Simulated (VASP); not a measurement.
# RbBr (I4/mmm) in VASP: notebook, part 2 of 2

VASP 6.6.1.

## (3) Single point, LDA (strain -0.0750 x Voigt [1, 0, 0, 0, 0, 0])

Contents of INCAR:

```
  PREC = Accurate
  ENCUT = 520
  EDIFF = 1E-6
  ISMEAR = 0
  SIGMA = 0.05
  LREAL = F
  LASPH = T
  NELM = 60
  ALGO = Normal
  ISIF = 2
  LWAVE = F
  LCHARG = F
  GGA = CA
  NBANDS = 15
```

Contents of KPOINTS:

```
regular mesh
0
Gamma
  6 6 6
```

Contents of POSCAR:

```
RbBr
1.0
    0.0000000000      3.4275000000      3.4275000000
    3.1704375000      0.0000000000      3.4275000000
    3.1704375000      3.4275000000      0.0000000000
Rb Br
1 1
Direct
    0.0000000000      0.0000000000      0.0000000000
    0.5000000000      0.5000000000      0.5000000000
```

Potentials or basis: VASP PAW LDA potentials, release 64 (Rb_sv, Br).

Started as:

```console
> cat potpaw_LDA.64/Rb_sv/POTCAR potpaw_LDA.64/Br/POTCAR > POTCAR
> mpirun -np 1 vasp_std > vasp.out
```

It took 24 s on 1 thread of AMD EPYC 7R13, shared host; peak memory 0.15 GiB.

It converged, with:

| Quantity | Value |
| --- | --- |
| Free energy | -6.6752 eV |
| Pressure | 0.4 GPa |
| Band gap on the k mesh | 4.01 eV |

Stress tensor (GPa, compression positive):
```
 2.93  0.00  0.00
 0.00 -0.92  0.00
 0.00  0.00 -0.92
```

Levels at points of the mesh, in eV from the valence-band top:
```
           k point  band 4  band 5  band 6  band 7  band 8  band 9  band 10  band 11  band 12  band 13
(0.00, 0.00, 0.00)   -8.37   -8.37   -0.17   -0.17    0.00    4.01     6.76     6.76     7.27     7.68
(0.50, 0.00, 0.00)   -8.40   -8.28   -1.34   -0.59   -0.58    6.52     7.52     9.36     9.42     9.78
(0.50, 0.50, 0.00)   -8.55   -8.44   -0.70   -0.30   -0.15    5.12     6.92     8.98     9.10     9.45
(0.00, 0.50, 0.50)   -8.51   -8.51   -0.45   -0.36   -0.36    5.00     7.07     9.22     9.24     9.58
```

Caveat: the cell differs from its parent crystal (strain -0.0750 x Voigt [1, 0, 0, 0, 0, 0]).

## (4) Single point, LDA (strain -0.0500 x Voigt [1, 0, 0, 0, 0, 0])

Contents of INCAR:

```
  PREC = Accurate
  ENCUT = 520
  EDIFF = 1E-6
  ISMEAR = 0
  SIGMA = 0.05
  LREAL = F
  LASPH = T
  NELM = 80
  ALGO = Normal
  ISIF = 2
  LWAVE = F
  LCHARG = T
  LELF = T
  LVHAR = T
  NBANDS = 15
```

Contents of KPOINTS:

```
Automatic mesh
0
Gamma
  6 6 6
```

Contents of POSCAR:

```
RbBr
1.0
    0.0000000000      3.4275000000      3.4275000000
    3.2561250000      0.0000000000      3.4275000000
    3.2561250000      3.4275000000      0.0000000000
Rb Br
1 1
Direct
    0.0000000000      0.0000000000      0.0000000000
    0.5000000000      0.5000000000      0.5000000000
```

Started as:

```console
> cat potpaw_LDA.64/Rb_sv/POTCAR potpaw_LDA.64/Br/POTCAR > POTCAR
> mpirun -np 1 vasp_std > vasp.out
```

Run time: 27 s. Hardware: 1 thread of AMD EPYC 7R13, shared host; peak memory 0.16 GiB.

It converged, with:

| Item | Value |
| --- | --- |
| Free energy | -6.6995 eV |
| Pressure | -0.3 GPa |
| Band gap on the k mesh | 4.01 eV |

Stress tensor (GPa, compression positive):
```
 1.04  0.00  0.00
 0.00 -1.01  0.00
 0.00  0.00 -1.01
```

Levels at points of the mesh, in eV from the valence-band top:
| k point | band 6 | band 7 | band 8 | band 9 | band 10 | band 11 |
| --- | --- | --- | --- | --- | --- | --- |
| (0.00, 0.00, 0.00) | -0.09 | -0.09 | 0.00 | 4.01 | 6.87 | 6.87 |
| (0.50, 0.00, 0.00) | -1.22 | -0.50 | -0.49 | 6.52 | 7.50 | 9.34 |
| (0.50, 0.50, 0.00) | -0.61 | -0.24 | -0.16 | 5.20 | 6.90 | 8.95 |
| (0.00, 0.50, 0.50) | -0.47 | -0.28 | -0.28 | 5.13 | 6.98 | 9.12 |

Caveat: the cell differs from its parent crystal (strain -0.0500 x Voigt [1, 0, 0, 0, 0, 0]).

## (5) Single point, LDA (strain +0.0750 x Voigt [1, 0, 0, 0, 0, 0])

Contents of INCAR:

```
  PREC = Accurate
  ENCUT = 520
  EDIFF = 1E-7
  ISMEAR = 0
  SIGMA = 0.05
  LREAL = F
  LASPH = T
  NELM = 60
  ALGO = Normal
  ISIF = 2
  LWAVE = F
  LCHARG = T
  GGA = CA
  LELF = T
  LVHAR = T
  NBANDS = 15
```

KPOINTS is that of step 4.

Contents of POSCAR:

```
RbBr
1.0
    0.0000000000      3.4275000000      3.4275000000
    3.6845625000      0.0000000000      3.4275000000
    3.6845625000      3.4275000000      0.0000000000
Rb Br
1 1
Direct
    0.0000000000      0.0000000000      0.0000000000
    0.5000000000      0.5000000000      0.5000000000
```

Started as:

```console
> cat potpaw_LDA.64/Rb_sv/POTCAR potpaw_LDA.64/Br/POTCAR > POTCAR
> mpirun -np 1 vasp_std > vasp.out
```

It took 36 s on 1 thread of AMD EPYC 7R13, shared host; peak memory 0.17 GiB.

The run converged. Its results:

* Free energy: -6.6219 eV
* Pressure: -1.7 GPa
* Band gap on the k mesh: 3.77 eV

Stress tensor (GPa, compression positive):
```
-2.35  0.00  0.00
 0.00 -1.40  0.00
 0.00  0.00 -1.40
```

Levels at points of the mesh, in eV from the valence-band top:
| k point | band 4 | band 5 | band 6 | band 7 | band 8 | band 9 | band 10 | band 11 | band 12 | band 13 |
| --- | --- | --- | --- | --- | --- | --- | --- | --- | --- | --- |
| (0.00, 0.00, 0.00) | -8.57 | -8.57 | -0.05 | 0.00 | 0.00 | 3.77 | 6.73 | 7.14 | 7.14 | 7.72 |
| (0.50, 0.00, 0.00) | -8.57 | -8.53 | -0.96 | -0.35 | -0.33 | 6.26 | 7.11 | 9.00 | 9.09 | 9.44 |
| (0.50, 0.50, 0.00) | -8.65 | -8.62 | -0.46 | -0.20 | -0.19 | 5.34 | 6.55 | 8.53 | 8.93 | 9.01 |
| (0.00, 0.50, 0.50) | -8.62 | -8.62 | -0.56 | -0.13 | -0.13 | 5.40 | 6.46 | 8.22 | 8.82 | 8.93 |

Caveat: the cell differs from its parent crystal (strain +0.0750 x Voigt [1, 0, 0, 0, 0, 0]).

## (6) Single point, LDA (strain +0.1000 x Voigt [1, 0, 0, 0, 0, 0])

Contents of INCAR:

```
SYSTEM = RbBr
PREC = Accurate ; ENCUT = 520
EDIFF = 1E-6 ; ISMEAR = 0
SIGMA = 0.05 ; LREAL = .FALSE.
LASPH = .TRUE. ; NELM = 80
ALGO = Normal ; ISIF = 2
LWAVE = .FALSE. ; LCHARG = .FALSE.
GGA = CA ; NBANDS = 15
```

Contents of KPOINTS:

```
regular mesh
0
G
  6 6 6
  0 0 0
```

Contents of POSCAR:

```
RbBr
1.0
    0.0000000000      3.4275000000      3.4275000000
    3.7702500000      0.0000000000      3.4275000000
    3.7702500000      3.4275000000      0.0000000000
Rb Br
1 1
Direct
    0.0000000000      0.0000000000      0.0000000000
    0.5000000000      0.5000000000      0.5000000000
```

Potentials or basis: VASP PAW LDA potentials, release 64 (Rb_sv, Br).

Started as:

```console
> cat potpaw_LDA.64/Rb_sv/POTCAR potpaw_LDA.64/Br/POTCAR > POTCAR
> mpirun -np 1 vasp_std > vasp.out
```

Run time: 31 s. Hardware: 1 thread of AMD EPYC 7R13, shared host; peak memory 0.17 GiB.

It converged, with:

```yaml
Free_energy: -6.5918 eV
Pressure: -1.8 GPa
Band_gap_on_the_k_mesh: 3.72 eV
```

Stress tensor (GPa, compression positive):
```
-2.43  0.00  0.00
 0.00 -1.45  0.00
 0.00  0.00 -1.45
```

Levels at points of the mesh, in eV from the valence-band top:
| k point | band 6 | band 7 | band 8 | band 9 | band 10 | band 11 |
| --- | --- | --- | --- | --- | --- | --- |
| (0.00, 0.00, 0.00) | -0.05 | 0.00 | 0.00 | 3.72 | 6.64 | 7.17 |
| (0.50, 0.00, 0.00) | -0.94 | -0.34 | -0.32 | 6.19 | 7.01 | 8.93 |
| (0.50, 0.50, 0.00) | -0.44 | -0.20 | -0.20 | 5.35 | 6.49 | 8.44 |
| (0.00, 0.50, 0.50) | -0.55 | -0.12 | -0.12 | 5.43 | 6.36 | 8.03 |

Caveat: the cell differs from its parent crystal (strain +0.1000 x Voigt [1, 0, 0, 0, 0, 0]).

## (7) Single point, LDA (strain +0.0875 x Voigt [1, 0, 0, 0, 0, 0])

Contents of INCAR:

```
SYSTEM = RbBr
PREC = Accurate
ENCUT = 520
EDIFF = 1E-7
ISMEAR = 0
SIGMA = 0.05
LREAL = .False.
LASPH = .True.
NELM = 100
ALGO = Normal
ISIF = 2
LWAVE = .False.
LCHARG = .True.
GGA = CA
LELF = .True.
LVHAR = .True.
NBANDS = 15
```

Contents of KPOINTS:

```
Automatic mesh
0
Gamma
  6 6 6
  0 0 0
```

Contents of POSCAR:

```
RbBr
1.0
    0.0000000000      3.4275000000      3.4275000000
    3.7274062500      0.0000000000      3.4275000000
    3.7274062500      3.4275000000      0.0000000000
Rb Br
1 1
Direct
    0.0000000000      0.0000000000      0.0000000000
    0.5000000000      0.5000000000      0.5000000000
```

Started as:

```console
> cat potpaw_LDA.64/Rb_sv/POTCAR potpaw_LDA.64/Br/POTCAR > POTCAR
> mpirun -np 1 vasp_std > vasp.out
```

Run time: 35 s. Hardware: 1 thread of AMD EPYC 7R13, shared host; peak memory 0.17 GiB.

The run converged. Its results:

```
Free energy            : -6.6069 eV
Pressure               : -1.8 GPa
Band gap on the k mesh : 3.75 eV
```

Stress tensor (GPa, compression positive):
```
-2.40  0.00  0.00
 0.00 -1.42  0.00
 0.00  0.00 -1.42
```

Levels at points of the mesh, in eV from the valence-band top:
| k point | band 4 | band 5 | band 6 | band 7 | band 8 | band 9 | band 10 | band 11 | band 12 | band 13 |
| --- | --- | --- | --- | --- | --- | --- | --- | --- | --- | --- |
| (0.00, 0.00, 0.00) | -8.59 | -8.59 | -0.05 | 0.00 | 0.00 | 3.75 | 6.68 | 7.16 | 7.16 | 7.69 |
| (0.50, 0.00, 0.00) | -8.59 | -8.55 | -0.95 | -0.34 | -0.32 | 6.22 | 7.06 | 8.96 | 9.07 | 9.37 |
| (0.50, 0.50, 0.00) | -8.68 | -8.64 | -0.45 | -0.20 | -0.19 | 5.34 | 6.52 | 8.49 | 8.90 | 8.99 |
| (0.00, 0.50, 0.50) | -8.64 | -8.64 | -0.56 | -0.12 | -0.12 | 5.42 | 6.41 | 8.13 | 8.78 | 8.89 |

Caveat: the cell differs from its parent crystal (strain +0.0875 x Voigt [1, 0, 0, 0, 0, 0]).

## (8) Summary

```csv
cell,gap on the mesh (eV),pressure (GPa)
"a = 4.847, b = 4.611, c = 4.611 Å, angles 63.4, 58.3, 58.3°, 2 atoms",3.97,1.3
"a = 4.847, b = 4.669, c = 4.669 Å, angles 62.5, 58.7, 58.7°, 2 atoms",4.01,0.4
"a = 4.847, b = 4.728, c = 4.728 Å, angles 61.7, 59.2, 59.2°, 2 atoms",4.01,-0.3
"a = 4.847, b = 5.032, c = 5.032 Å, angles 57.6, 61.2, 61.2°, 2 atoms",3.77,-1.7
"a = 4.847, b = 5.095, c = 5.095 Å, angles 56.8, 61.6, 61.6°, 2 atoms",3.72,-1.8
"a = 4.847, b = 5.064, c = 5.064 Å, angles 57.2, 61.4, 61.4°, 2 atoms",3.75,-1.8
```

Alike in all rows: task single point; level LDA; potentials or basis VASP PAW LDA potentials, release 64 (Rb_sv, Br); no spin polarisation; k mesh 6 × 6 × 6; cutoff (eV) 520; smearing gaussian 0.05 eV.

Absolute energies hang on the potentials; compare differences alone.
